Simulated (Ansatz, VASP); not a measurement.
**GaN: VASP beside Ansatz**

File INCAR:

```
SYSTEM = GaN
PREC = Accurate
ENCUT = 520
EDIFF = 1E-6
ISMEAR = 0
SIGMA = 0.05
LREAL = .False.
LASPH = .True.
NELM = 60
ALGO = Normal
ISIF = 2
LWAVE = .False.
LCHARG = .False.
GGA = PE
NBANDS = 16
```

KPOINTS

```
regular mesh
0
Gamma
  10 10 10
  0 0 0
```

POSCAR

```
GaN
1.0
    0.0000000000      2.2535006075      2.2535006075
    2.2535006075      0.0000000000      2.2535006075
    2.2535006075      2.2535006075      0.0000000000
Ga N
1 1
Direct
    0.0000000000      0.0000000000      0.0000000000
    0.7303886568      0.7696113432      0.7500000000
```

Input for Ansatz:

```yaml
crystal:
  lattice:
    - [0.0, 2.2535006075, 2.2535006075]
    - [2.2535006075, 0.0, 2.2535006075]
    - [2.2535006075, 2.2535006075, 0.0]
  atoms:
    - { symbol: Ga, position: [0.0, 0.0, 0.0] }
    - { symbol: "N", position: [0.7303886568, 0.7696113432, 0.75] }
basis:
  ecutwfc: 420
kpoints:
  mp_grid: { grid: [10, 10, 10] }
hamiltonian:
  xc: pbe
scf:
  occupations: { method: gaussian, width: 0.05 }
output:
  forces: true
  stress: true
  eigenvalues: true
```

Change from the starting cell: all N atoms moved +0.062 Å, as atom 2 along Cartesian [1 -1 0].

Alike in both runs: task single point; functional PBE; k mesh 10 × 10 × 10; occupations gaussian, width 0.05 eV; no spin polarisation.

|  | VASP | Ansatz |
| --- | --- | --- |
| version | VASP 6.6.1 | Ansatz 0.2.0 |
| potentials or method | VASP PAW PBE potentials, release 64 (Ga_d, N), cutoff 520 eV | scalar-relativistic, plane waves, PAW |
| valence electrons in the cell | 18 | 18 |

|  | VASP | Ansatz | Ansatz less VASP |
| --- | --- | --- | --- |
| gap on the k mesh at the Fermi level (eV) | 1.61 | 1.61 | -0.006 |
| least direct gap on the mesh (eV) | 1.61 | 1.61 | -0.006 |
| pressure (GPa) | 5.5 | 5.4 | -0.05 |
| traceless stress, the component that is largest in VASP (GPa) | -2.65 | -2.71 | -0.063 |
| rms of the force components (eV/Å) | 0.449 | 0.456 | +0.0067 |

Atom by atom the forces differ by 0.007 eV/Å (rms over components).
